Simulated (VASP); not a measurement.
Input of a VASP 6.6.1 run:

Contents of INCAR:

```
  PREC = Accurate
  ENCUT = 520
  EDIFF = 1E-6
  ISMEAR = 1
  SIGMA = 0.05
  LREAL = False
  LASPH = True
  NELM = 100
  ALGO = Normal
  ISIF = 2
  LWAVE = False
  LCHARG = False
  GGA = CA
  NBANDS = 17
```

KPOINTS

```
Automatic mesh
0
Gamma
  4 4 4
```

POSCAR

```
LiSb3
1.0
    4.6810210000      0.0000000000      0.0000000000
    0.0000000000      4.6810210000      0.0000000000
    0.0000000000      0.0000000000      4.6810210000
Li Sb
1 3
Direct
    0.0000000000      0.0000000000      0.0000000000
    0.5000000000      0.0000000000      0.5000000000
    0.0000000000      0.5000000000      0.5000000000
    0.5000000000      0.5000000000      0.0000000000
```

Potentials or basis: VASP PAW LDA potentials, release 64 (Li_sv, Sb).

Launch:

```console
$ cat potpaw_LDA.64/Li_sv/POTCAR potpaw_LDA.64/Sb/POTCAR > POTCAR
$ mpirun -np 1 vasp_std > vasp.out
```

Question: Predict the band gap on the k mesh.

Answer: Zero (band 9 reaches 8.12 eV, above the bottom of band 10 at 5.81 eV).

Caveat: spin-orbit coupling is left out, which moves the levels of the heavy elements.
